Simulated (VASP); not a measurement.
# Al4Si (Al (110), 5 layers) in VASP: notebook, part 2 of 2

VASP 6.6.1. Earlier steps stand in the parts before.

## (3) Single point, PBEsol

Contents of INCAR:

```
SYSTEM = Al4Si
PREC = Accurate
ENCUT = 520
EDIFF = 1E-7
ISMEAR = -1
SIGMA = 0.1
LREAL = .False.
LASPH = .True.
NELM = 80
ALGO = Normal
ISIF = 2
LWAVE = .False.
LCHARG = .False.
LDIPOL = .True.
IDIPOL = 3
DIPOL = 0.5 0.5 0.500
GGA = PS
NBANDS = 16
```

Contents of KPOINTS:

```
Automatic mesh
0
Gamma
  13 9 1
  0 0 0
```

Contents of POSCAR:

```
Al4Si
1.0
    2.8388187244      0.0000000000      0.0000000000
    0.0000000000      4.0146959412      0.0000000000
    0.0000000000      0.0000000000     21.6776000000
Al Si
4 1
Direct
    0.0000000000      0.0000000000      0.3735785802
    0.5000000000      0.5000000000      0.4345880705
    0.5000000000      0.5000000000      0.5654119312
    0.0000000000      0.0000000000      0.6264214195
    0.0000000000      0.0000000000      0.4999999986
```

Potentials or basis: VASP PAW PBE potentials, release 64 (Al, Si).

Command:

```console
$ cat potpaw_PBE.64/Al/POTCAR potpaw_PBE.64/Si/POTCAR > POTCAR
$ mpirun -np 1 vasp_std > vasp.out
```

OUTCAR:

```text
SYSTEM = Al4Si
   PREC = Accurate
   ENCUT = 520
   EDIFF = 1E-7
   ISMEAR = -1
   LREAL = .False.
   LASPH = .True.
   NELM = 80
   ISIF = 2
   GGA = PS

 ion  position               nearest neighbor table
   1  0.000  0.000  0.374-   5 2.74   2 2.79   2 2.79   2 2.79   2 2.79
   2  0.500  0.500  0.435-   1 2.79   1 2.79   1 2.79   1 2.79   3 2.84   5 2.84   5 2.84   5 2.84
                             5 2.84
   3  0.500  0.500  0.565-   4 2.79   4 2.79   4 2.79   4 2.79   2 2.84   5 2.84   5 2.84   5 2.84
                             5 2.84
   4  0.000  0.000  0.626-   5 2.74   3 2.79   3 2.79   3 2.79   3 2.79
   5  0.000  0.000  0.500-   1 2.74   4 2.74   2 2.84   2 2.84   2 2.84   2 2.84   3 2.84   3 2.84
                             3 2.84   3 2.84

  LATTYP: Found a simple orthorhombic cell.
 ALAT       =     2.8388187244
 B/A-ratio  =     1.4142135624
 C/A-ratio  =     7.6361339362

  Lattice vectors:

 A1 = (   2.8388187244,   0.0000000000,   0.0000000000)
 A2 = (   0.0000000000,   4.0146959412,   0.0000000000)
 A3 = (   0.0000000000,   0.0000000000,  21.6776000000)

Analysis of symmetry for initial positions (statically):
=====================================================================
 Subroutine PRICEL returns:
 Original cell was already a primitive cell.

 Routine SETGRP: Setting up the symmetry group for a
 simple orthorhombic supercell.

 Subroutine GETGRP returns: Found  8 space group operations
 (whereof  8 operations were pure point group operations)
 out of a pool of  8 trial point group operations.

The static configuration has the point symmetry D_2h.

Analysis of symmetry for dynamics (positions and initial velocities):
=====================================================================
 Subroutine PRICEL returns:
 Original cell was already a primitive cell.

 Routine SETGRP: Setting up the symmetry group for a
 simple orthorhombic supercell.

 Subroutine GETGRP returns: Found  8 space group operations
 (whereof  8 operations were pure point group operations)
 out of a pool of  8 trial point group operations.

[... 135 lines left out ...]
   LEPSILON=     F    determine dielectric tensor
   LRPA    =     F    only Hartree local field effects (RPA)
 non-spin polarized calculation
  energy-cutoff  :      520.00
  volume of cell :      247.06
 maximum number of plane-waves:      6689
 NGX is ok and might be reduce to    24
   NGX = 11   NGY = 15   NGZ = 81

 number of electron      16.0000001 magnetization

 dipolmoment           0.000000      0.000000      0.000000 electrons x Angstroem

 Free energy of the ion-electron system (eV)
  ---------------------------------------------------
  ext. energy  EPLUGINS =         0.00000000
  ---------------------------------------------------
  free energy    TOTEN  =       -20.20511234 eV

  energy without entropy =      -20.10883612  energy(sigma->0) =      -20.15697423

 E-fermi :   0.1287     XC(G=0):  -4.3381

 val. band max:        0.1132461404   @ k =   0.2308   0.1111   0.0000
 cond. band min:       0.1617025632   @ k =   0.4615   0.1111   0.0000
 fundamental gap:      0.0484564228
 Fermi energy:         0.1287112112

 k-point     1 :       0.0000    0.0000    0.0000
  band No.  band energies     occupation
      1     -11.6677      2.00000
      2      -9.0883      2.00000
      3      -6.6896      2.00000
      4      -3.6095      2.00000
      5      -3.2411      2.00000
      6      -1.9858      2.00000
[... 433 lines left out ...]
      3      -7.0098      2.00000
      4      -5.3389      2.00000
      5      -4.6036      2.00000
      6      -2.4422      2.00000
[... 8 lines left out ...]
     15       4.9872      0.00000
     16       5.2924      0.00000

 [... further k-points ...]

------------------------ aborting loop because EDIFF is reached ----------------------------------------

 vacuum level on the upper side and lower side of the slab       (xc-potential included)        -0.074        -0.074

  FORCE on cell =-STRESS in cart. coord.  units (eV):
  Direction    XX          YY          ZZ          XY          YZ          ZX
  --------------------------------------------------------------------------------------
  -------------------------------------------------------------------------------------
  Total       -1.9238412     -1.4720035     -2.0183467      0.0000000      0.0000000      0.0000000
  in kB      -12.4760836     -9.5459228    -13.0889508      0.0000000      0.0000000      0.0000000
  external PRESSURE =     -11.7036524 kB  Pullay stress =       0.0000000 kB

 VOLUME and BASIS-vectors are now :
 -----------------------------------------------------------------------------
  energy-cutoff  :      520.00
  volume of cell :      247.06
      direct lattice vectors                 reciprocal lattice vectors
     2.838818724  0.000000000  0.000000000     0.352259195  0.000000000  0.000000000
     0.000000000  4.014695941  0.000000000     0.000000000  0.249084866  0.000000000
     0.000000000  0.000000000 21.677600000     0.000000000  0.000000000  0.046130568

 POSITION                                       TOTAL-FORCE (eV/Angst)
 -----------------------------------------------------------------------------------
      0.00000      0.00000      8.09829         0.000000      0.000000      0.233709
      1.41941      2.00735      9.42083         0.000000      0.000000      0.258715
      1.41941      2.00735     12.25677         0.000000      0.000000     -0.258715
      0.00000      0.00000     13.57931         0.000000      0.000000     -0.233709
      0.00000      0.00000     10.83880         0.000000      0.000000     -0.000000
 -----------------------------------------------------------------------------------
    total drift:                                0.000000      0.000000      0.000003

  FREE ENERGIE OF THE ION-ELECTRON SYSTEM (eV)
  ---------------------------------------------------
  free  energy   TOTEN  =       -20.2051123449 eV

  energy  without entropy=      -20.1088361204  energy(sigma->0) =      -20.15697423

 vacuum level on the upper side and lower side of the slab         4.018         4.018
```

OSZICAR:

```text
N       E                     dE             d eps       ncg     rms          rms(c)
DAV:   1     0.476549699381E+02    0.47655E+02   -0.47193E+03  1120   0.702E+02
DAV:   2    -0.180414659894E+02   -0.65696E+02   -0.59081E+02  1616   0.116E+02
DAV:   3    -0.211296687935E+02   -0.30882E+01   -0.30133E+01  1496   0.266E+01
[... 16 lines left out ...]
DAV:  20    -0.202051087777E+02   -0.95346E-05   -0.43433E-07  1192   0.160E-03    0.391E-04
DAV:  21    -0.202051105035E+02   -0.17258E-05   -0.58344E-08  1160   0.723E-04    0.301E-04
DAV:  22    -0.202051118035E+02   -0.13000E-05   -0.48128E-08  1104   0.510E-04    0.100E-04
DAV:  23    -0.202051123322E+02   -0.52875E-06   -0.31091E-08  1104   0.316E-04    0.594E-05
DAV:  24    -0.202051123449E+02   -0.12653E-07   -0.71079E-10  1104   0.120E-04
   1 F= -.20205112E+02 E0= -.20156974E+02  d E =-.962762E-01
```

stdout:

```text
POSCAR found type information on POSCAR AlSi
 POSCAR found :  2 types and       5 ions
 scaLAPACK will be used
 -----------------------------------------------------------------------------
|                                                                             |
|                                                                             |
|     You enforced a specific xc type in the INCAR file but a different       |
|     I HOPE YOU KNOW WHAT YOU ARE DOING!                                     |
|                                                                             |
 -----------------------------------------------------------------------------

 LDA part: xc-table for (Slater+PW92), standard interpolation
 POSCAR, INCAR and KPOINTS ok, starting setup
 FFT: planning ... GRIDC
 FFT: planning ... GRID_SOFT
 FFT: planning ... GRID
 WAVECAR not read
 entering main loop
```

Run time: 2.8 min. Hardware: 1 thread of Intel Xeon 6975P-C, shared host; peak memory 0.38 GiB.

What came out:

| Item | Value |
| --- | --- |
| Free energy | -20.2051 eV |
| Largest force | 0.259 eV/Å |
| Band gap on the k mesh | zero (band 8 reaches 0.62 eV, above the bottom of band 9 at -0.91 eV) |

Forces on the atoms (eV/Å):
```
Al   0.000  0.000  0.234
Al   0.000  0.000  0.259
Al   0.000  0.000 -0.259
Al   0.000  0.000 -0.234
Si   0.000  0.000  0.000
```

Levels at points of the mesh, in eV from the Fermi level:
```csv
k point,band 6,band 7,band 8,band 9,band 10,band 11
"(0.00, 0.00, 0.00)",-2.11,-1.00,-0.77,0.24,1.24,2.05
```

Caveat: the PAW data sets were made with another functional, which shifts forces and pressure a little.
